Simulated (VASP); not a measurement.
Wanted: the native input for a VASP 6.6.1 run.

* Task: single point
* Functional: PBEsol
* Dispersion: D3(BJ)
* Potentials or basis: VASP PAW PBE potentials, release 64 (Sn_d, Se)
* Cutoff: 520 eV
* k mesh: 12 × 12 × 6
* Occupations: gaussian, width 0.02 eV
* Spin: no spin polarisation
* Dipole correction: no
* Further INCAR settings: ALGO = Normal; EDIFF = 1e-06; NBANDS = 20

The structure of SnSe2 lies in POSCAR:

```
SnSe2
1.0
    3.7901361789      0.0000000000      0.0000000000
   -1.8950680894      3.2823542147      0.0000000000
    0.0000000000      0.0000000000      5.7679520394
Sn Se
1 2
Direct
    0.0000000000      0.0000000000      0.0000000000
    0.3333333333      0.6666666667      0.2750013245
    0.6666666667      0.3333333333      0.7249986755
```

One way to write it, as run:

INCAR

```
SYSTEM = SnSe2
  ALGO = Normal
  EDIFF = 1E-6
  ENCUT = 520
  GGA = PS
  ISIF = 2
  ISMEAR = 0
  IVDW = 12
  LASPH = .TRUE.
  LCHARG = .TRUE.
  LELF = .TRUE.
  LREAL = .FALSE.
  LVHAR = .TRUE.
  LWAVE = .FALSE.
  NBANDS = 20
  NELM = 80
  PREC = Accurate
  SIGMA = 0.02
```

KPOINTS

```
k-points
0
G
  12 12 6
  0 0 0
```

Potentials or basis: VASP PAW PBE potentials, release 64 (Sn_d, Se).

The run is started by

```console
$ cat potpaw_PBE.64/Sn_d/POTCAR potpaw_PBE.64/Se/POTCAR > POTCAR
$ mpirun -np 1 vasp_std > vasp.out
```

Results of the run:

```json
{"Pressure": "0.1 GPa", "Largest force": "0.019 eV/Å", "Band gap on the k mesh": "0.05 eV (least direct gap 0.71 eV)", "Dispersion energy per atom": "-0.355 eV"}
```

Caveat: the PAW data sets were made with another functional, which shifts forces and pressure a little; spin-orbit coupling is left out, which moves the levels of the heavy elements.

Run time: 3.8 min on 1 thread of Intel Xeon 8259CL, with other jobs on the host, peak memory 0.29 GiB.
